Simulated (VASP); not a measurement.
The system is LaO6.

```
La O
1.0
     4.30246    0.00000    0.00000
     0.00000    4.30246    0.00000
     0.00000    0.00000    4.30246
La O
1 6
Direct
  0.00000 0.00000 0.00000
  0.79989 0.50000 0.50000
  0.20011 0.50000 0.50000
  0.50000 0.50000 0.79989
  0.50000 0.50000 0.20011
  0.50000 0.20011 0.50000
  0.50000 0.79989 0.50000
```

The cell was built from a structure type or drawn by symmetry, and may not be a known phase.

```yaml
Program: VASP 6.6.1
Task: relaxation of cell and atoms
Functional: PBE
Potentials_or_basis: VASP PAW PBE potentials, release 64 (La, O)
Cutoff: 600 eV
k_mesh: 4 × 4 × 4
Occupations: gaussian, width 0.1 eV
Spin: no spin polarisation
```

At the start: pressure 35.8 GPa; volume 11.38 Å³/atom.

Problem. How do energy, volume and symmetry change on relaxing?

Solution. Over 8 steps the energy falls by 1263.4 meV/atom and the volume is 14.66 Å³/atom (+28.9 %); space group Pm-3m (No. 221, to 0.1 Å) before and after.

Step by step:
```csv
step,energy change (eV),largest force (eV/Å),pressure (GPa),volume (Å³)
1,0.0000,7.9277,35.78,79.64
2,-1.2337,26.0038,35.19,112.67
3,-8.8273,0.2709,2.96,98.51
4,-8.8229,0.6201,3.26,98.92
5,-8.7700,1.2974,-2.95,103.99
6,-8.8359,0.1238,1.01,100.60
7,-8.8365,0.2382,0.62,100.90
8,-8.8439,0.0212,0.02,102.62
```

Final structure:
```cif
data_structure
_symmetry_space_group_name_H-M 'P 1'
_symmetry_Int_Tables_number 1
_cell_length_a 4.6818
_cell_length_b 4.6818
_cell_length_c 4.6818
_cell_angle_alpha 90.000
_cell_angle_beta 90.000
_cell_angle_gamma 90.000
_cell_volume 102.62
loop_
_atom_site_label
_atom_site_type_symbol
_atom_site_fract_x
_atom_site_fract_y
_atom_site_fract_z
_atom_site_occupancy
La1 La 0.00000 0.00000 0.00000 1
O1 O 0.85805 0.50000 0.50000 1
O2 O 0.14195 0.50000 0.50000 1
O3 O 0.50000 0.50000 0.85805 1
O4 O 0.50000 0.50000 0.14195 1
O5 O 0.50000 0.14195 0.50000 1
O6 O 0.50000 0.85805 0.50000 1
```

Caveat: the k points lie up to 0.34 Å⁻¹ apart in the final cell, too coarse for converged energies and pressures of a metal; the volume moved by over 15 % at a fixed basis, so the end points are rough; an odd number of electrons without spin polarisation forces a metal; a magnetic or distorted state may lie lower.
